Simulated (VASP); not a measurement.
# SrO (Fm-3m) in VASP: notebook

The runs below take SrO through relaxation of cell and atoms, with RPBE+D4, revPBE+D3(BJ), revPBE+D4.

Program: VASP 6.6.1. These are calculated values, not measurements. Logs are shortened: lines on timing, memory, paths and dates and some standing lists are left out, and cuts for length are marked.

**1. The cell of the first run**

The structure is cubic, space group Fm-3m (No. 225). Conventional cell: a = 5.133 Å, b = 5.133 Å, c = 5.133 Å, α = 90.00°, β = 90.00°, γ = 90.00°. Within 3.4 Å of Sr (site symmetry m-3m) lie 6 O at 2.57 Å. O (site symmetry m-3m) has 6 Sr at 2.57 Å within 3.4 Å.

**2. Relaxation of cell and atoms, RPBE+D4**

File INCAR:

```
SYSTEM = SrO
PREC     = Accurate       ! precision mode
ENCUT    = 600            ! plane-wave cutoff, eV
EDIFF    = 1E-7           ! SCF threshold, eV
ISMEAR   = -1             ! smearing method
SIGMA    = 0.05           ! smearing width, eV
LREAL    = .FALSE.        ! projectors in reciprocal space
LASPH    = .TRUE.         ! aspherical terms in the spheres
NELM     = 100            ! most SCF steps
ALGO     = Normal         ! electronic algorithm
ISIF     = 3              ! what is computed and relaxed
LWAVE    = .FALSE.        ! write WAVECAR
LCHARG   = .FALSE.        ! write CHGCAR
GGA      = RP             ! functional
IVDW     = 13             ! dispersion correction
IBRION   = 2              ! ionic algorithm
NSW      = 60             ! ionic steps
EDIFFG   = -0.01          ! ionic threshold
```

File KPOINTS:

```
Automatic mesh
0
G
  9 9 9
  0 0 0
```

File POSCAR:

```
SrO
1.0
    0.0000000000      2.5663000000      2.5663000000
    2.5663000000      0.0000000000      2.5663000000
    2.5663000000      2.5663000000      0.0000000000
Sr O
1 1
Direct
    0.5000000000      0.5000000000      0.5000000000
    0.0000000000      0.0000000000      0.0000000000
```

Potentials or basis: VASP PAW PBE potentials, release 64 (Sr_sv, O).

Command:

```console
cat potpaw_PBE.64/Sr_sv/POTCAR potpaw_PBE.64/O/POTCAR > POTCAR
mpirun -np 1 vasp_std > vasp.out
```

OUTCAR:

```text
SYSTEM = SrO
   PREC = Accurate
   ENCUT = 600
   EDIFF = 1E-7
   ISMEAR = -1
   LREAL = .FALSE.
   LASPH = .TRUE.
   NELM = 100
   ISIF = 3
   GGA = RP
   IVDW = 13
   IBRION = 2
   NSW = 60
   EDIFFG = -0.01

 ion  position               nearest neighbor table
   1  0.500  0.500  0.500-   2 2.57   2 2.57   2 2.57   2 2.57   2 2.57   2 2.57
   2  0.000  0.000  0.000-   1 2.57   1 2.57   1 2.57   1 2.57   1 2.57   1 2.57

  LATTYP: Found a face centered cubic cell.
 ALAT       =     5.1326000000

  Lattice vectors:

 A1 = (   0.0000000000,   2.5663000000,   2.5663000000)
 A2 = (   2.5663000000,   0.0000000000,   2.5663000000)
 A3 = (   2.5663000000,   2.5663000000,   0.0000000000)

Analysis of symmetry for initial positions (statically):
=====================================================================
 Subroutine PRICEL returns:
 Original cell was already a primitive cell.

 Routine SETGRP: Setting up the symmetry group for a
 face centered cubic supercell.

 Subroutine GETGRP returns: Found 48 space group operations
[... 9 lines left out ...]

 Routine SETGRP: Setting up the symmetry group for a
 face centered cubic supercell.

 Subroutine GETGRP returns: Found 48 space group operations
[... 11 lines left out ...]
                                     Primitive cell

  volume of cell :      33.8028

  direct lattice vectors                    reciprocal lattice vectors
     0.000000000  2.566300000  2.566300000    -0.194833028  0.194833028  0.194833028
     2.566300000  0.000000000  2.566300000     0.194833028 -0.194833028  0.194833028
     2.566300000  2.566300000  0.000000000     0.194833028  0.194833028 -0.194833028

  length of vectors
     3.629296265  3.629296265  3.629296265     0.337460704  0.337460704  0.337460704

  position of ions in fractional coordinates (direct lattice)
     0.500000000  0.500000000  0.500000000
     0.000000000  0.000000000  0.000000000

  ion indices of the primitive-cell ions
   primitive index   ion index
                 1           1
                 2           2

----------------------------------------------------------------------------------------

 KPOINTS: Automatic mesh

Automatic generation of k-mesh.
 Grid dimensions read from file:
 generate k-points for:    9    9    9

 Generating k-lattice:

  Cartesian coordinates                     Fractional coordinates (reciprocal lattice)
    -0.021648114  0.021648114  0.021648114     0.111111111  0.000000000  0.000000000
     0.021648114 -0.021648114  0.021648114     0.000000000  0.111111111  0.000000000
     0.021648114  0.021648114 -0.021648114     0.000000000  0.000000000  0.111111111

  Length of vectors
     0.037495634  0.037495634  0.037495634

  Shift w.r.t. Gamma in fractional coordinates (k-lattice)
     0.000000000  0.000000000  0.000000000

 Subroutine IBZKPT returns following result:
 ===========================================

 Found     35 irreducible k-points:

 Following reciprocal coordinates:
            Coordinates               Weight
  0.000000  0.000000  0.000000      1.000000
  0.111111  0.000000  0.000000      8.000000
  0.222222  0.000000  0.000000      8.000000
  0.333333  0.000000  0.000000      8.000000
  0.444444  0.000000  0.000000      8.000000
  0.111111  0.111111  0.000000      6.000000
[... 16 lines left out ...]
 -0.333333  0.333333  0.000000     12.000000
  0.444444  0.444444  0.000000      6.000000
 [... further k-points ...]
   k-points           NKPTS =     35   k-points in BZ     NKDIM =     35   number of bands    NBANDS=     12
   number of dos      NEDOS =    301   number of ions     NIONS =      2
   total plane-waves  NPLWV =  27000
   dimension x,y,z NGX =    30 NGY =   30 NGZ =   30
   dimension x,y,z NGXF=    60 NGYF=   60 NGZF=   60
   ions per type =               1   1
   NGX,Y,Z   is equivalent  to a cutoff of  13.74, 13.74, 13.74 a.u.
   NGXF,Y,Z  is equivalent  to a cutoff of  27.48, 27.48, 27.48 a.u.
 SYSTEM =  SrO
   PREC   = accura    normal or accurate (medium, high low for compatibility)
   ISTART =      0    job   : 0-new  1-cont  2-samecut
   ICHARG =      2    charge: 1-file 2-atom 10-const
   ISPIN  =      1    spin polarized calculation?
   LNONCOLLINEAR =      F non collinear calculations
   LSORBIT =      F    spin-orbit coupling
   LASPH  =      T    aspherical Exc in radial PAW
   ENCUT  =  600.0 eV  44.10 Ry    6.64 a.u.   7.25  7.25  7.25*2*pi/ulx,y,z
   NELM   =    100;   NELMIN=  2; NELMDL= -5     # of ELM steps
   EDIFF  = 0.1E-06   stopping-criterion for ELM
   LREAL  =      F    real-space projection
   EDIFFG = -.1E-01   stopping-criterion for IOM
   NSW    =     60    number of steps for IOM
   IBRION =      2    ionic relax: 0-MD 1-quasi-New 2-CG
   NFREE  =      1    steps in history (QN), initial steepest desc. (CG)
   ISIF   =      3    stress and relaxation
   ISYM   =      2    0-nonsym 1-usesym 2-fastsym
   POTIM  = 0.5000    time-step for ionic-motion
   TEBEG  =    0.0;   TEEND  =   0.0 temperature during run
   PSTRESS=    0.0 pullay stress
   NELECT =      16.0000    total number of electrons
   NUPDOWN=      -1.0000    fix difference up-down
   EMIN   =  10.00;   EMAX   =-10.00  energy-range for DOS
   EFERMI =   0.00;   METHOD = LEGACY
   ISMEAR =    -1;   SIGMA  =   0.05  broadening in eV -4-tet -1-fermi 0-gaus
   EFERMI_NEDOS =   21; number of points for ismear=-14 and -15
   IALGO  =     38    algorithm
   IMIX   =      4    mixing-type and parameters
     AMIX     =   0.40;   BMIX     =  1.00
     AMIX_MAG =   1.60;   BMIX_MAG =  1.00
  volume/ion in A,a.u.               =      16.90       114.06
  Fermi-wavevector in a.u.,A,eV,Ry     =   1.275843  2.410995 22.147245  1.627777
  Thomas-Fermi vector in A             =   2.408533
   LORBIT       =      0    0 simple, 1 ext, 2 COOP (PROOUT), +10 PAW based schemes
   GGA     = RP    functional components
   LHFCALC =     F    Hartree Fock is set to
   AEXX    =    0.0000 exact exchange contribution
   IVDW    =    13    specifies the selected vdW correction
   LEPSILON=     F    determine dielectric tensor
   LRPA    =     F    only Hartree local field effects (RPA)
 conjugate gradient relaxation of ions
 non-spin polarized calculation
  energy-cutoff  :      600.00
  volume of cell :       33.80
 maximum number of plane-waves:      1147
 NGX is ok and might be reduce to    30
   NGX = 15   NGY = 15   NGZ = 15

--------------------------------------- Ionic step        1  -------------------------------------------

 number of electron      15.9999997 magnetization

 Free energy of the ion-electron system (eV)
  ---------------------------------------------------
  ext. energy  EPLUGINS =         0.00000000
  ---------------------------------------------------
  free energy    TOTEN  =       -11.33325322 eV

  energy without entropy =      -11.33325322  energy(sigma->0) =      -11.33325322

------------------------ aborting loop because EDIFF is reached ----------------------------------------

  DFT-D4 for vdW energy calculation

  Edisp (eV):   -0.63662

  FORCE on cell =-STRESS in cart. coord.  units (eV):
  Direction    XX          YY          ZZ          XY          YZ          ZX
  --------------------------------------------------------------------------------------
  -------------------------------------------------------------------------------------
  Total       0.78244     0.78244     0.78244    -0.00000     0.00000     0.00000
  in kB      37.08596    37.08596    37.08596    -0.00000     0.00000     0.00000
  external pressure =       37.09 kB  Pullay stress =        0.00 kB
[... 61 lines left out ...]
  energy  without entropy=      -11.9842040717  energy(sigma->0) =      -11.98420407

--------------------------------------- Ionic step        3  -------------------------------------------

 number of electron      16.0000001 magnetization

 Free energy of the ion-electron system (eV)
  ---------------------------------------------------
  ext. energy  EPLUGINS =         0.00000000
  ---------------------------------------------------
  free energy    TOTEN  =       -11.37661709 eV

  energy without entropy =      -11.37661709  energy(sigma->0) =      -11.37661709

 E-fermi :   2.8163     XC(G=0):  -9.5988

 val. band max:        1.6779274822   @ k =   0.0000   0.0000   0.0000
 cond. band min:       5.1319065084   @ k =   0.4444   0.4444   0.0000
 fundamental gap:      3.4539790262
 Fermi energy:         2.8163310412

 k-point     1 :       0.0000    0.0000    0.0000
  band No.  band energies     occupation
      1     -30.9435      2.00000
      2     -13.4611      2.00000
      3     -12.6260      2.00000
      4     -12.6260      2.00000
      5     -12.6260      2.00000
      6       1.6779      2.00000
      7       1.6779      2.00000
      8       1.6779      2.00000
      9       5.5853      0.00000
     10       7.8678      0.00000
     11       7.8678      0.00000
     12       7.8678      0.00000
[... 331 lines left out ...]
 k-point    24 :       0.4444    0.4444    0.0000
  band No.  band energies     occupation
      1     -30.7991      2.00000
      2     -13.7529      2.00000
      3     -13.0791      2.00000
      4     -12.9332      2.00000
      5     -12.9332      2.00000
      6       1.0944      2.00000
      7       1.5610      2.00000
      8       1.5610      2.00000
      9       5.1319      0.00000
     10       9.1520      0.00000
     11      11.5106      0.00000
     12      11.8825      0.00000

 [... further k-points ...]

------------------------ aborting loop because EDIFF is reached ----------------------------------------

  DFT-D4 for vdW energy calculation

  Edisp (eV):   -0.60933

  FORCE on cell =-STRESS in cart. coord.  units (eV):
  Direction    XX          YY          ZZ          XY          YZ          ZX
  --------------------------------------------------------------------------------------
  -------------------------------------------------------------------------------------
  Total       0.00200     0.00200     0.00200     0.00000     0.00000     0.00000
  in kB       0.09094     0.09094     0.09094     0.00000     0.00000     0.00000
  external pressure =        0.09 kB  Pullay stress =        0.00 kB
[... 17 lines left out ...]
  FREE ENERGIE OF THE ION-ELECTRON SYSTEM (eV)
  ---------------------------------------------------
  free  energy   TOTEN  =       -11.9859477472 eV

  energy  without entropy=      -11.9859477472  energy(sigma->0) =      -11.98594775

 reached required accuracy - stopping structural energy minimisation
```

It took 44 s on 1 thread of Intel Xeon Platinum 8375C at 2.90GHz (Ice Lake), shared host; peak memory 0.18 GiB.

Results:

| Quantity | Value |
| --- | --- |
| Free energy | -11.9859 eV |
| Relaxed volume | 17.62 Å³/atom |
| Relaxed cell | a = 3.680 Å, b = 3.680 Å, c = 3.680 Å, α = 60.00°, β = 60.00°, γ = 60.00° |
| Space group after relaxing (to 0.05 Å) | Fm-3m (No. 225) |
| Energy gained by relaxing | 8.0 meV/atom |
| Ionic steps | 3 |
| Pressure after relaxing | 0.0 GPa |
| Band gap on the k mesh | 3.45 eV, indirect (least direct gap 3.57 eV) |
| Dispersion energy per atom | -0.305 eV |

Step by step:
| step | energy change (eV) | largest force (eV/Å) | pressure (GPa) | volume (Å³) |
| --- | --- | --- | --- | --- |
| 1 | 0.0000 | 0.0000 | 3.71 | 33.80 |
| 2 | -0.0143 | 0.0000 | -1.10 | 35.75 |
| 3 | -0.0161 | 0.0000 | 0.01 | 35.25 |

Final structure:
```cif
data_structure
_symmetry_space_group_name_H-M 'P 1'
_symmetry_Int_Tables_number 1
_cell_length_a 3.6803
_cell_length_b 3.6803
_cell_length_c 3.6803
_cell_angle_alpha 60.000
_cell_angle_beta 60.000
_cell_angle_gamma 60.000
_cell_volume 35.25
loop_
_atom_site_label
_atom_site_type_symbol
_atom_site_fract_x
_atom_site_fract_y
_atom_site_fract_z
_atom_site_occupancy
Sr1 Sr 0.50000 0.50000 0.50000 1
O1 O 0.00000 0.00000 0.00000 1
```

Levels at points of the mesh, in eV from the valence-band top:
| k point | band 6 | band 7 | band 8 | band 9 | band 10 | band 11 |
| --- | --- | --- | --- | --- | --- | --- |
| (0.00, 0.00, 0.00) | 0.00 | 0.00 | 0.00 | 3.91 | 6.19 | 6.19 |

Caveat: the PAW data sets were made with another functional, which shifts forces and pressure a little.

**3. Relaxation of cell and atoms, revPBE+D3(BJ)**

File INCAR:

```
ALGO = Normal
EDIFF = 1E-6
EDIFFG = -0.01
ENCUT = 600
GGA = RE
IBRION = 2
ISIF = 3
ISMEAR = -1
IVDW = 12
LASPH = True
LCHARG = False
LREAL = False
LWAVE = False
NELM = 80
NSW = 60
PREC = Accurate
SIGMA = 0.05
```

File KPOINTS:

```
k-points
0
Gamma
  9 9 9
```

POSCAR is that of step 2.

Potentials or basis: VASP PAW PBE potentials, release 64 (Sr_sv, O).

Command:

```console
cat potpaw_PBE.64/Sr_sv/POTCAR potpaw_PBE.64/O/POTCAR > POTCAR
mpirun -np 1 vasp_std > vasp.out
```

Wall time 36 s (1 thread of Intel Xeon Platinum 8375C at 2.90GHz (Ice Lake), shared host); peak memory 0.19 GiB.

It converged, with:

```
Free energy                            : -12.3133 eV
Relaxed volume                         : 17.22 Å³/atom
Relaxed cell                           : a = 3.652 Å, b = 3.652 Å, c = 3.652 Å, α = 60.00°, β = 60.00°, γ = 60.00°
Space group after relaxing (to 0.05 Å) : Fm-3m (No. 225)
Energy gained by relaxing              : 1.6 meV/atom
Ionic steps                            : 3
Pressure after relaxing                : 0.0 GPa
Band gap on the k mesh                 : 3.42 eV, indirect (least direct gap 3.52 eV)
Dispersion energy per atom             : -0.435 eV
```

Step by step:
```
step  energy change (eV)  largest force (eV/Å)  pressure (GPa)  volume (Å³)
   1              0.0000                0.0000            1.69        33.80
   2             -0.0028                0.0000           -0.60        34.68
   3             -0.0033                0.0000            0.01        34.44
```

Final structure:
```
Sr O
1.0
     0.00000    2.58227    2.58227
     2.58227    0.00000    2.58227
     2.58227    2.58227    0.00000
Sr O
1 1
Direct
  0.50000 0.50000 0.50000
  0.00000 0.00000 0.00000
```

Levels at points of the mesh, in eV from the valence-band top:
| k point | band 5 | band 6 | band 7 | band 8 | band 9 | band 10 | band 11 | band 12 |
| --- | --- | --- | --- | --- | --- | --- | --- | --- |
| (0.00, 0.00, 0.00) | -14.17 | 0.00 | 0.00 | 0.00 | 4.02 | 6.23 | 6.23 | 6.23 |

Caveat: the PAW data sets were made with another functional, which shifts forces and pressure a little. A k mesh can miss the band edges.

(Continued in part 2 of 2.)
